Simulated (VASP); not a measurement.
# SnO2 (P4_2/mnm) in VASP: notebook, part 2 of 2

VASP 6.6.1.

## (4) Electric field gradients, r2SCAN

POSCAR

```
SnO2
1.0
    4.7380000000      0.0000000000      0.0000000000
    0.0000000000      4.7380000000      0.0000000000
    0.0000000000      0.0000000000      3.1865000000
Sn O
2 4
Direct
    0.0000000000      0.0000000000      0.0000000000
    0.5000000000      0.5000000000      0.5000000000
    0.3053957314      0.3053957314      0.0000000000
    0.1946042686      0.8053957314      0.5000000000
    0.6946042686      0.6946042686      0.0000000000
    0.8053957314      0.1946042686      0.5000000000
```

INCAR.step1

```
PREC = Accurate
ENCUT = 520
ISMEAR = -1
SIGMA = 0.02
LREAL = F
LASPH = T
NELM = 100
NBANDS = 35
GGA = PE
ALGO = Normal
EDIFF = 1E-4
LWAVE = T
LCHARG = F
```

INCAR.step2

```
PREC = Accurate
ENCUT = 520
EDIFF = 1E-8
ISMEAR = -1
SIGMA = 0.02
LREAL = F
LASPH = T
NELM = 100
ALGO = Normal
ISIF = 2
LWAVE = F
LCHARG = F
METAGGA = R2SCAN
LMIXTAU = T
LEFG = T
NBANDS = 35
ISTART = 1
```

KPOINTS

```
Automatic mesh
0
Gamma
  7 7 9
```

Potentials or basis: VASP PAW PBE potentials, release 64 (Sn_d, O).

Launch:

```sh
$ cat potpaw_PBE.64/Sn_d/POTCAR potpaw_PBE.64/O/POTCAR > POTCAR
$ cp INCAR.step1 INCAR
$ mpirun -np 1 vasp_std > vasp.out
$ cp INCAR.step2 INCAR
$ mpirun -np 1 vasp_std > vasp.out
```

OUTCAR:

```text
PREC = Accurate
   ENCUT = 520
   EDIFF = 1E-8
   ISMEAR = -1
   LREAL = F
   LASPH = T
   NELM = 100
   ISIF = 2
   METAGGA = R2SCAN
   ISTART = 1

 ion  position               nearest neighbor table
   1  0.000  0.000  0.000-   3 2.05   5 2.05   4 2.06   6 2.06   4 2.06   6 2.06   2 3.71   2 3.71
                             2 3.71   2 3.71   2 3.71   2 3.71   2 3.71   2 3.71
   2  0.500  0.500  0.500-   4 2.05   6 2.05   5 2.06   3 2.06   3 2.06   5 2.06   1 3.71   1 3.71
                             1 3.71   1 3.71   1 3.71   1 3.71   1 3.71   1 3.71
   3  0.305  0.305  0.000-   1 2.05   2 2.06   2 2.06
   4  0.195  0.805  0.500-   2 2.05   1 2.06   1 2.06
   5  0.695  0.695  0.000-   1 2.05   2 2.06   2 2.06
   6  0.805  0.195  0.500-   2 2.05   1 2.06   1 2.06

  LATTYP: Found a simple tetragonal cell.
 ALAT       =     4.7380000000
 C/A-ratio  =     0.6725411566

  Lattice vectors:

 A1 = (   4.7380000000,   0.0000000000,   0.0000000000)
 A2 = (   0.0000000000,   4.7380000000,   0.0000000000)
 A3 = (   0.0000000000,   0.0000000000,   3.1865000000)

Analysis of symmetry for initial positions (statically):
=====================================================================
 Subroutine PRICEL returns:
 Original cell was already a primitive cell.

 Routine SETGRP: Setting up the symmetry group for a
 simple tetragonal supercell.

 Subroutine GETGRP returns: Found 16 space group operations
 (whereof  8 operations were pure point group operations)
 out of a pool of 16 trial point group operations.

The static configuration has the point symmetry D_2h.
 The point group associated with its full space group is D_4h.

Analysis of symmetry for dynamics (positions and initial velocities):
=====================================================================
[... 1095 lines left out ...]
  in kB       37.2641266     37.2641266     48.7062611     -0.0000000      0.0000000      0.0000000
  external PRESSURE =      41.0781714 kB  Pullay stress =       0.0000000 kB

 VOLUME and BASIS-vectors are now :
 -----------------------------------------------------------------------------
  energy-cutoff  :      520.00
  volume of cell :       71.53
      direct lattice vectors                 reciprocal lattice vectors
     4.738000000  0.000000000  0.000000000     0.211059519  0.000000000  0.000000000
     0.000000000  4.738000000  0.000000000     0.000000000  0.211059519  0.000000000
     0.000000000  0.000000000  3.186500000     0.000000000  0.000000000  0.313823945

 POSITION                                       TOTAL-FORCE (eV/Angst)
 -----------------------------------------------------------------------------------
      0.00000      0.00000      0.00000         0.000000      0.000000      0.000000
      2.36900      2.36900      1.59325         0.000000      0.000000      0.000000
      1.44696      1.44696      0.00000         0.005462      0.005462     -0.000000
      0.92204      3.81596      1.59325        -0.005462      0.005462     -0.000000
      3.29104      3.29104      0.00000        -0.005462     -0.005462      0.000000
      3.81596      0.92204      1.59325         0.005462     -0.005462      0.000000
 -----------------------------------------------------------------------------------
    total drift:                                0.000000      0.000000      0.000000

  FREE ENERGIE OF THE ION-ELECTRON SYSTEM (eV)
  ---------------------------------------------------
  free  energy   TOTEN  =       -84.6120075276 eV

  energy  without entropy=      -84.6120075276  energy(sigma->0) =      -84.61200753

 Electric field gradients (V/A^2)
---------------------------------------------------------------------
 ion       V_xx      V_yy      V_zz      V_xy      V_xz      V_yz
---------------------------------------------------------------------
   1      23.721    23.721   -47.441   -32.441     0.000    -0.000
   2      23.721    23.721   -47.441    32.441    -0.000    -0.000
   3     -22.837   -22.837    45.674    80.240     0.000     0.000
   4     -22.837   -22.837    45.674   -80.240    -0.000    -0.000
   5     -22.837   -22.837    45.674    80.240    -0.000    -0.000
   6     -22.837   -22.837    45.674   -80.240     0.000    -0.000
---------------------------------------------------------------------

 Electric field gradients after diagonalization (V/A^2)
 (convention: |V_zz| > |V_xx| > |V_yy|)
----------------------------------------------------------------------
 ion       V_xx      V_yy      V_zz     asymmetry (V_yy - V_xx)/ V_zz
----------------------------------------------------------------------
   1     -47.441    -8.720    56.162       0.689
   2     -47.441    -8.720    56.162       0.689
   3      57.402    45.674  -103.077       0.114
   4      57.402    45.674  -103.077       0.114
   5      57.402    45.674  -103.077       0.114
   6      57.402    45.674  -103.077       0.114
----------------------------------------------------------------------

           NMR quadrupolar parameters

 Cq : quadrupolar parameter    Cq=e*Q*V_zz/h
 eta: asymmetry parameters     (V_yy - V_xx)/ V_zz
 Q  : nuclear electric quadrupole moment in mb (millibarn)
----------------------------------------------------------------------
 ion       Cq(MHz)       eta       Q (mb)
----------------------------------------------------------------------
   1       0.136       0.689       1.000
   2       0.136       0.689       1.000
   3      -0.249       0.114       1.000
   4      -0.249       0.114       1.000
   5      -0.249       0.114       1.000
   6      -0.249       0.114       1.000
----------------------------------------------------------------------
```

OUTCAR.step1:

```text
PREC = Accurate
   ENCUT = 520
   ISMEAR = -1
   LREAL = F
   LASPH = T
[... 1152 lines left out ...]
      1.44696      1.44696      0.00000        -0.010380     -0.010380     -0.000000
      0.92204      3.81596      1.59325         0.010380     -0.010380     -0.000000
      3.29104      3.29104      0.00000         0.010380      0.010380      0.000000
      3.81596      0.92204      1.59325        -0.010380      0.010380     -0.000000
 -----------------------------------------------------------------------------------
    total drift:                                0.000000      0.000000      0.000000

  FREE ENERGIE OF THE ION-ELECTRON SYSTEM (eV)
  ---------------------------------------------------
  free  energy   TOTEN  =       -37.1665751325 eV

  energy  without entropy=      -37.1665751325  energy(sigma->0) =      -37.16657513
```

OSZICAR.step1:

```text
N       E                     dE             d eps       ncg     rms          rms(c)
DAV:   1     0.633165512731E+03    0.63317E+03   -0.25603E+04  3935   0.234E+03
DAV:   2     0.552127554311E+02   -0.57795E+03   -0.54530E+03  3804   0.610E+02
DAV:   3    -0.385434840848E+02   -0.93756E+02   -0.92243E+02  3778   0.207E+02
DAV:   4    -0.432906781764E+02   -0.47472E+01   -0.47124E+01  4430   0.502E+01
DAV:   5    -0.434146094015E+02   -0.12393E+00   -0.12375E+00  4334   0.853E+00    0.161E+01
DAV:   6    -0.370759246799E+02    0.63387E+01   -0.17569E+01  5544   0.640E+01    0.626E+00
DAV:   7    -0.371943085431E+02   -0.11838E+00   -0.20552E+00  4036   0.799E+00    0.324E+00
DAV:   8    -0.371727683666E+02    0.21540E-01   -0.16446E-01  5123   0.425E+00    0.749E-01
DAV:   9    -0.371658029889E+02    0.69654E-02   -0.35009E-02  5667   0.304E+00    0.132E-01
DAV:  10    -0.371664547057E+02   -0.65172E-03   -0.38384E-03  4327   0.463E-01    0.579E-02
DAV:  11    -0.371665747935E+02   -0.12009E-03   -0.17777E-04  3453   0.102E-01    0.124E-02
DAV:  12    -0.371665751325E+02   -0.33906E-06   -0.23155E-05  2288   0.451E-02
   1 F= -.37166575E+02 E0= -.37166575E+02  d E =-.603645E-12
```

Run time: 3.4 min. Hardware: 1 thread of Intel Xeon 6975P-C (Granite Rapids), shared host; peak memory 0.24 GiB.

What came out:

```yaml
Free_energy: -84.6120 eV
Pressure: 4.1 GPa
Largest_force: 0.008 eV/Å
Band_gap_on_the_k_mesh: 1.95 eV
Largest_electric_field_gradient_by_atom: Sn +56.2; O -103.1 V/Å²
```

Forces on the atoms (eV/Å):
```
Sn   0.000  0.000  0.000
Sn   0.000  0.000  0.000
O    0.005  0.005  0.000
O   -0.005  0.005  0.000
O   -0.005 -0.005  0.000
O    0.005 -0.005  0.000
```

Levels at points of the mesh, in eV from the valence-band top:
| k point | band 22 | band 23 | band 24 | band 25 | band 26 | band 27 | band 28 | band 29 | band 30 | band 31 |
| --- | --- | --- | --- | --- | --- | --- | --- | --- | --- | --- |
| (0.00, 0.00, 0.00) | -1.21 | -1.21 | -0.79 | -0.79 | 0.00 | 1.95 | 6.96 | 7.13 | 7.13 | 11.16 |

Electric field gradients, principal values (V/Å²):
| atom | least | middle | greatest (by size) |
| --- | --- | --- | --- |
| 1 Sn | -8.720 | -47.441 | 56.162 |
| 2 Sn | -8.720 | -47.441 | 56.162 |
| 3 O | 45.674 | 57.402 | -103.077 |
| 4 O | 45.674 | 57.402 | -103.077 |
| 5 O | 45.674 | 57.402 | -103.077 |
| 6 O | 45.674 | 57.402 | -103.077 |

Caveat: the cell stands under pressure; without QUAD_EFG the Cq values of the log hold for a quadrupole moment of 1 mb, not for the nuclei; the PAW data sets were made with another functional, which shifts forces and pressure a little; spin-orbit coupling is left out, which moves the levels of the heavy elements; an odd mesh through Γ misses points on the zone boundary, where band edges can lie.

## (5) Summary

| level | potentials or basis | gap on the mesh (eV) | pressure (GPa) | largest force (eV/Å) |
| --- | --- | --- | --- | --- |
| LDA | VASP PAW LDA potentials, release 64 (Sn_d, O) | 1.13 | -0.1 | 0.08 |
| PBEsol | VASP PAW PBE potentials, release 64 (Sn_d, O) | 1.14 | 5.0 | 0.04 |
| r2SCAN | VASP PAW PBE potentials, release 64 (Sn_d, O) | 1.95 | 4.1 | 0.01 |

Alike in all rows: task electric field gradients; no spin polarisation; cell as given; k mesh 7 × 7 × 9; cutoff (eV) 520; smearing fermi-dirac 0.02 eV.

Caveats: spin-orbit coupling is left out, which moves the levels of the heavy elements; the cell stands under pressure (at least some runs); the PAW data sets were made with another functional, which shifts forces and pressure a little (at least some runs); an odd mesh through Γ misses points on the zone boundary, where band edges can lie (at least some runs).

Total energies depend on the potentials used, so only differences within one code and one set of settings carry meaning.
